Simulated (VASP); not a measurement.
# TaVN2 (P4/mmm) in VASP: further runs

Aim: see how the results for TaVN2 move with the level of theory and the settings. Levels: PBE, LDA. Tasks: single point.

Everything below comes from runs of VASP 6.6.1. Logs are shortened: lines on timing, memory, paths and dates and some standing lists are left out, and cuts for length are marked.

**1. The cell of the first run**

It takes space group P4/mmm (No. 123, tetragonal). Conventional cell: a = 3.050 Å, b = 3.050 Å, c = 4.296 Å, α = 90.00°, β = 90.00°, γ = 90.00°. Within 2.8 Å of Ta (site symmetry 4/mmm) lie 6 N at 2.15 to 2.16 Å. Within 2.8 Å of V (site symmetry 4/mmm) lie 6 N at 2.15 to 2.16 Å. Within 2.8 Å of N (site symmetry 4/mmm) lie 2 V at 2.15 Å and 4 Ta at 2.16 Å. Within 2.8 Å of N (site symmetry 4/mmm) lie 2 Ta at 2.15 Å and 4 V at 2.16 Å.

**2. Single point, PBE, collinear spin, ferromagnetic start**

Contents of INCAR:

```
SYSTEM = TaVN2
ALGO = Normal ; EDIFF = 1E-6
ENCUT = 520 ; GGA = PE
ISIF = 2 ; ISMEAR = -1
ISPIN = 2 ; LASPH = .TRUE.
LCHARG = .FALSE. ; LMAXMIX = 4
LORBIT = 11 ; LREAL = .FALSE.
LWAVE = .FALSE. ; MAGMOM = 0 3.5 0 0
NBANDS = 29 ; NELM = 150
PREC = Accurate ; SIGMA = 0.05
```

Contents of KPOINTS:

```
k-points
0
G
  9 9 6
  0 0 0
```

Contents of POSCAR:

```
TaVN2
1.0
    3.0498670000      0.0000000000      0.0000000000
    0.0000000000      3.0498670000      0.0000000000
    0.0000000000      0.0000000000      4.2960620000
Ta V N
1 1 2
Direct
    0.0000000000      0.0000000000      0.0000000000
    0.5000000000      0.5000000000      0.5000000000
    0.5000000000      0.5000000000      0.0000000000
    0.0000000000      0.0000000000      0.5000000000
```

Potentials or basis: VASP PAW PBE potentials, release 64 (Ta_pv, V_sv, N).

Launch:

```console
> cat potpaw_PBE.64/Ta_pv/POTCAR potpaw_PBE.64/V_sv/POTCAR potpaw_PBE.64/N/POTCAR > POTCAR
> mpirun -np 1 vasp_std > vasp.out
```

OUTCAR:

```text
SYSTEM = TaVN2
   EDIFF = 1E-6
   ENCUT = 520
   GGA = PE
   ISIF = 2
   ISMEAR = -1
   ISPIN = 2
   LASPH = .TRUE.
   LORBIT = 11
   LREAL = .FALSE.
   NELM = 150
   PREC = Accurate

 ion  position               nearest neighbor table
   1  0.000  0.000  0.000-   4 2.15   4 2.15   3 2.16   3 2.16   3 2.16   3 2.16   2 3.04   2 3.04
                             2 3.04   2 3.04   2 3.04   2 3.04   2 3.04   2 3.04
   2  0.500  0.500  0.500-   3 2.15   3 2.15   4 2.16   4 2.16   4 2.16   4 2.16   1 3.04   1 3.04
                             1 3.04   1 3.04   1 3.04   1 3.04   1 3.04   1 3.04
   3  0.500  0.500  0.000-   2 2.15   2 2.15   1 2.16   1 2.16   1 2.16   1 2.16
   4  0.000  0.000  0.500-   1 2.15   1 2.15   2 2.16   2 2.16   2 2.16   2 2.16

  LATTYP: Found a simple tetragonal cell.
 ALAT       =     3.0498670000
 C/A-ratio  =     1.4086063425

  Lattice vectors:

 A1 = (   3.0498670000,   0.0000000000,   0.0000000000)
 A2 = (   0.0000000000,   3.0498670000,   0.0000000000)
 A3 = (   0.0000000000,   0.0000000000,   4.2960620000)

Analysis of symmetry for initial positions (statically):
=====================================================================
 Subroutine PRICEL returns:
 Original cell was already a primitive cell.

 Routine SETGRP: Setting up the symmetry group for a
 simple tetragonal supercell.

 Subroutine GETGRP returns: Found 16 space group operations
 (whereof 16 operations were pure point group operations)
 out of a pool of 16 trial point group operations.

The static configuration has the point symmetry D_4h.

Analysis of symmetry for dynamics (positions and initial velocities):
=====================================================================
 Subroutine PRICEL returns:
 Original cell was already a primitive cell.

 Routine SETGRP: Setting up the symmetry group for a
 simple tetragonal supercell.

 Subroutine GETGRP returns: Found 16 space group operations
 (whereof 16 operations were pure point group operations)
 out of a pool of 16 trial point group operations.

The dynamic configuration has the point symmetry D_4h.

Analysis of structural, dynamic, and magnetic symmetry:
=====================================================================
 Subroutine PRICEL returns:
 Original cell was already a primitive cell.

 Routine SETGRP: Setting up the symmetry group for a
 simple tetragonal supercell.

 Subroutine GETGRP returns: Found 16 space group operations
 (whereof 16 operations were pure point group operations)
 out of a pool of 16 trial point group operations.

The overall configuration has the point symmetry D_4h.

 Subroutine INISYM returns: Found 16 space group operations
 (whereof 16 operations are pure point group operations),
 and found     1 'primitive' translations

----------------------------------------------------------------------------------------

                                     Primitive cell

  volume of cell :      39.9606

  direct lattice vectors                    reciprocal lattice vectors
     3.049867000  0.000000000  0.000000000     0.327883150  0.000000000  0.000000000
     0.000000000  3.049867000  0.000000000     0.000000000  0.327883150  0.000000000
     0.000000000  0.000000000  4.296062000     0.000000000  0.000000000  0.232771315

  length of vectors
     3.049867000  3.049867000  4.296062000     0.327883150  0.327883150  0.232771315

  position of ions in fractional coordinates (direct lattice)
     0.000000000  0.000000000  0.000000000
     0.500000000  0.500000000  0.500000000
     0.500000000  0.500000000  0.000000000
     0.000000000  0.000000000  0.500000000

  ion indices of the primitive-cell ions
   primitive index   ion index
                 1           1
                 2           2
                 3           3
                 4           4

----------------------------------------------------------------------------------------

 KPOINTS: k-points

Automatic generation of k-mesh.
 Grid dimensions read from file:
 generate k-points for:    9    9    6

 Generating k-lattice:

  Cartesian coordinates                     Fractional coordinates (reciprocal lattice)
     0.036431461  0.000000000  0.000000000     0.111111111  0.000000000  0.000000000
     0.000000000  0.036431461  0.000000000     0.000000000  0.111111111  0.000000000
     0.000000000  0.000000000  0.038795219     0.000000000  0.000000000  0.166666667

  Length of vectors
     0.036431461  0.036431461  0.038795219

  Shift w.r.t. Gamma in fractional coordinates (k-lattice)
     0.000000000  0.000000000  0.000000000

 Subroutine IBZKPT returns following result:
 ===========================================

 Found     60 irreducible k-points:

 Following reciprocal coordinates:
            Coordinates               Weight
  0.000000  0.000000  0.000000      1.000000
  0.111111  0.000000  0.000000      4.000000
  0.222222  0.000000  0.000000      4.000000
  0.333333  0.000000  0.000000      4.000000
  0.444444  0.000000  0.000000      4.000000
  0.111111  0.111111  0.000000      4.000000
[... 16 lines left out ...]
  0.333333  0.111111  0.166667     16.000000
  0.444444  0.111111  0.166667     16.000000
 [... further k-points ...]
   k-points           NKPTS =     60   k-points in BZ     NKDIM =     60   number of bands    NBANDS=     29
   number of dos      NEDOS =    301   number of ions     NIONS =      4
   total plane-waves  NPLWV =  18432
   dimension x,y,z NGX =    24 NGY =   24 NGZ =   32
   dimension x,y,z NGXF=    48 NGYF=   48 NGZF=   64
   ions per type =               1   1   2
   NGX,Y,Z   is equivalent  to a cutoff of  13.08, 13.08, 12.38 a.u.
   NGXF,Y,Z  is equivalent  to a cutoff of  26.16, 26.16, 24.77 a.u.
 SYSTEM =  TaVN2
   PREC   = accura    normal or accurate (medium, high low for compatibility)
   ISTART =      0    job   : 0-new  1-cont  2-samecut
   ICHARG =      2    charge: 1-file 2-atom 10-const
   ISPIN  =      2    spin polarized calculation?
   LNONCOLLINEAR =      F non collinear calculations
   LSORBIT =      F    spin-orbit coupling
   LASPH  =      T    aspherical Exc in radial PAW
   ENCUT  =  520.0 eV  38.22 Ry    6.18 a.u.   5.67  5.67  7.99*2*pi/ulx,y,z
   NELM   =    150;   NELMIN=  2; NELMDL= -5     # of ELM steps
   EDIFF  = 0.1E-05   stopping-criterion for ELM
   LREAL  =      F    real-space projection
   EDIFFG = 0.1E-04   stopping-criterion for IOM
   NSW    =      0    number of steps for IOM
   IBRION =     -1    ionic relax: 0-MD 1-quasi-New 2-CG
   NFREE  =      0    steps in history (QN), initial steepest desc. (CG)
   ISIF   =      2    stress and relaxation
   ISYM   =      2    0-nonsym 1-usesym 2-fastsym
   POTIM  = 0.5000    time-step for ionic-motion
   TEBEG  =    0.0;   TEEND  =   0.0 temperature during run
   PSTRESS=    0.0 pullay stress
   NELECT =      34.0000    total number of electrons
   NUPDOWN=      -1.0000    fix difference up-down
   EMIN   =  10.00;   EMAX   =-10.00  energy-range for DOS
   EFERMI =   0.00;   METHOD = LEGACY
   ISMEAR =    -1;   SIGMA  =   0.05  broadening in eV -4-tet -1-fermi 0-gaus
   EFERMI_NEDOS =   21; number of points for ismear=-14 and -15
   IALGO  =     38    algorithm
   IMIX   =      4    mixing-type and parameters
     AMIX     =   0.40;   BMIX     =  1.00
     AMIX_MAG =   1.60;   BMIX_MAG =  1.00
  volume/ion in A,a.u.               =       9.99        67.42
  Fermi-wavevector in a.u.,A,eV,Ry     =   1.551281  2.931495 32.742032  2.406471
  Thomas-Fermi vector in A             =   2.655823
   LORBIT       =     11    0 simple, 1 ext, 2 COOP (PROOUT), +10 PAW based schemes
   GGA     = PE    functional components
   LHFCALC =     F    Hartree Fock is set to
   AEXX    =    0.0000 exact exchange contribution
   IVDW    =     0    specifies the selected vdW correction
   LEPSILON=     F    determine dielectric tensor
   LRPA    =     F    only Hartree local field effects (RPA)
 spin polarized calculation
  energy-cutoff  :      520.00
  volume of cell :       39.96
 maximum number of plane-waves:      1100
 NGX is ok and might be reduce to    24
   NGX = 11   NGY = 11   NGZ = 15

 number of electron      33.9999991 magnetization       1.1439853

 Free energy of the ion-electron system (eV)
  ---------------------------------------------------
  ext. energy  EPLUGINS =         0.00000000
  ---------------------------------------------------
  free energy    TOTEN  =       -41.26675072 eV

  energy without entropy =      -41.24693507  energy(sigma->0) =      -41.25684290

 E-fermi :  10.1843     XC(G=0): -13.3087

 val. band max:       10.1691076119   @ k =   0.3333   0.0000   0.3333
 cond. band min:      10.1905702685   @ k =   0.3333   0.1111   0.3333
 fundamental gap:      0.0214626565
 Fermi energy:        10.1842919469

 spin component 1

 k-point     1 :       0.0000    0.0000    0.0000
  band No.  band energies     occupation
      1     -55.3317      1.00000
      2     -29.2339      1.00000
      3     -29.1501      1.00000
      4     -29.1501      1.00000
      5     -25.8424      1.00000
      6     -25.6586      1.00000
[... 757 lines left out ...]
     28      21.2911      0.00000
     29      21.8170      0.00000

 [... further k-points ...]

 spin component 2

 k-point     1 :       0.0000    0.0000    0.0000
  band No.  band energies     occupation
      1     -54.2350      1.00000
      2     -28.1545      1.00000
      3     -28.1545      1.00000
      4     -27.9950      1.00000
      5     -25.8913      1.00000
      6     -25.6865      1.00000
[... 757 lines left out ...]
     28      21.4765      0.00000
     29      22.1688      0.00000

 [... further k-points ...]
[... 5 lines left out ...]
  --------------------------------------------------------------------------------------
  -------------------------------------------------------------------------------------
  Total       -0.0019283     -0.0019283     -0.0502386      0.0000000     -0.0000000      0.0000000
  in kB       -0.0773147     -0.0773147     -2.0142631      0.0000000     -0.0000000      0.0000000
  external PRESSURE =      -0.7229642 kB  Pullay stress =       0.0000000 kB

 VOLUME and BASIS-vectors are now :
 -----------------------------------------------------------------------------
  energy-cutoff  :      520.00
  volume of cell :       39.96
      direct lattice vectors                 reciprocal lattice vectors
     3.049867000  0.000000000  0.000000000     0.327883150  0.000000000  0.000000000
     0.000000000  3.049867000  0.000000000     0.000000000  0.327883150  0.000000000
     0.000000000  0.000000000  4.296062000     0.000000000  0.000000000  0.232771315

 POSITION                                       TOTAL-FORCE (eV/Angst)
 -----------------------------------------------------------------------------------
      0.00000      0.00000      0.00000         0.000000      0.000000      0.000000
      1.52493      1.52493      2.14803         0.000000      0.000000      0.000000
      1.52493      1.52493      0.00000         0.000000      0.000000      0.000000
      0.00000      0.00000      2.14803         0.000000      0.000000      0.000000
 -----------------------------------------------------------------------------------
    total drift:                                0.000000     -0.000000     -0.000000

  FREE ENERGIE OF THE ION-ELECTRON SYSTEM (eV)
  ---------------------------------------------------
  free  energy   TOTEN  =       -41.2667507171 eV

  energy  without entropy=      -41.2469350749  energy(sigma->0) =      -41.25684290

 total charge

# of ion       s       p       d       tot
------------------------------------------
    1        0.300   6.264   2.381   8.944
    2        2.199   6.207   3.149  11.555
    3        1.234   2.547   0.000   3.781
    4        1.235   2.503   0.000   3.737
--------------------------------------------------
tot          4.968  17.521   5.529  28.018

 magnetization (x)

# of ion       s       p       d       tot
------------------------------------------
    1        0.002  -0.002  -0.059  -0.059
    2        0.007   0.007   1.076   1.090
    3        0.000   0.016   0.000   0.017
    4        0.001   0.018   0.000   0.018
--------------------------------------------------
tot          0.010   0.039   1.016   1.066
```

Wall time 1.9 min (1 thread of Intel Xeon Platinum 8488C (Sapphire Rapids), shared host); peak memory 0.24 GiB.

Results:

| Item | Value |
| --- | --- |
| Free energy | -41.2668 eV |
| Pressure | -0.1 GPa |
| Net moment | 1.14 μB per cell |
| Site moments | Ta -0.06; V +1.09; N +0.02 μB |
| Valence electrons inside the program's atomic spheres | Ta 8.94; V 11.55; N 3.78, 3.74 |

Caveat: spin-orbit coupling is left out, which moves the levels of the heavy elements. With open d or f shells a metallic result of PBE can be an artefact of self-interaction; +U or a hybrid may open a gap.

(Continued in part 2 of 2.)
